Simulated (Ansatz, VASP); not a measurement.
## One calculation of Si2B3, two programs

```
Si B
1.0
     3.39628    0.00000    0.00000
    -1.69814    2.94126    0.00000
     0.00000    0.00000    6.71351
Si B
2 3
Direct
  0.66667 0.33333 0.71681
  0.33333 0.66667 0.11396
  0.33333 0.66667 0.41024
  0.33333 0.66667 0.64206
  0.66667 0.33333 0.03494
```

Alike in both runs: functional PBE; k mesh 6 × 6 × 3; occupations gaussian, width 0.2 eV; no spin polarisation.

Ansatz relaxed the structure, and its values are those at the end. VASP's run is a single point on that final structure, the one shown.

```csv
,VASP,Ansatz
version,VASP 6.6.1,Ansatz 0.2.0
potentials or method,"VASP PAW PBE potentials, release 64 (Si, B), cutoff 500 eV","scalar-relativistic, plane waves, PAW"
valence electrons in the cell,17,17
```

VASP gave:

```
gap on the k mesh at the Fermi level (eV) : none
pressure (GPa)                            : -0.1
rms of the force components (eV/Å)        : 0.017
```

Estimate Ansatz's values.

gap on the k mesh at the Fermi level (eV): none; pressure (GPa): -0.1; rms of the force components (eV/Å): 0.010.

A gap of «none» marks a metal or a gap that the smearing closes.
